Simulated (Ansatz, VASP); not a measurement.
**BiIr in VASP and in Ansatz**

INCAR

```
ALGO     = Normal         # electronic algorithm
EDIFF    = 1E-6           # SCF threshold, eV
ENCUT    = 500            # plane-wave cutoff, eV
GGA      = PE             # functional
GGA_COMPAT= False        
ISIF     = 2              # what is computed and relaxed
ISMEAR   = 0              # smearing method
LASPH    = True           # aspherical terms in the spheres
LCHARG   = False          # write CHGCAR
LREAL    = False          # projectors in reciprocal space
LWAVE    = False          # write WAVECAR
NBANDS   = 19             # bands
NELM     = 120            # most SCF steps
PREC     = Accurate       # precision mode
SIGMA    = 0.05           # smearing width, eV
```

Contents of KPOINTS:

```
k-points
0
Gamma
  10 10 10
```

Contents of POSCAR:

```
BiIr
1.0
    0.0000000000      3.0016607102      3.0016607102
    3.0016607102      0.0000000000      3.0016607102
    3.0016607102      3.0016607102      0.0000000000
Ir Bi
1 1
Direct
    0.0000000000      0.0000000000      0.0000000000
    0.2500000000      0.2500000000      0.2500000000
```

Input for Ansatz:

```yaml
crystal:
  lattice:
    - [0.0, 3.0016607102, 3.0016607102]
    - [3.0016607102, 0.0, 3.0016607102]
    - [3.0016607102, 3.0016607102, 0.0]
  atoms:
    - { symbol: Ir, position: [0.0, 0.0, 0.0] }
    - { symbol: Bi, position: [0.25, 0.25, 0.25] }
basis:
  ecutwfc: 420
  ecutrho_ratio: 4
kpoints:
  mp_grid: { grid: [10, 10, 10] }
hamiltonian:
  xc: pbe
scf:
  occupations: { method: gaussian, width: 0.05 }
output:
  forces: true
  stress: true
  eigenvalues: true
```

Alike in both runs: task single point; functional PBE; k mesh 10 × 10 × 10; occupations gaussian, width 0.05 eV; no spin polarisation.

|  | VASP | Ansatz |
| --- | --- | --- |
| version | VASP 6.6.1 | Ansatz 0.2.0 |
| potentials or method | VASP PAW PBE potentials, release 64 (Ir, Bi_d), cutoff 500 eV | scalar-relativistic, plane waves, PAW |
| valence electrons in the cell | 24 | 32 |

```tsv
	VASP	Ansatz	Ansatz less VASP
gap on the k mesh at the Fermi level (eV)	none	none	-
pressure (GPa)	6.6	6.5	-0.08
```

A gap of «none» marks a metal or a gap that the smearing closes. VASP's potentials hold 24 valence electrons a cell and Ansatz's 32, so a difference there can come from the potentials and not from the codes.

Spin-orbit coupling is off throughout.
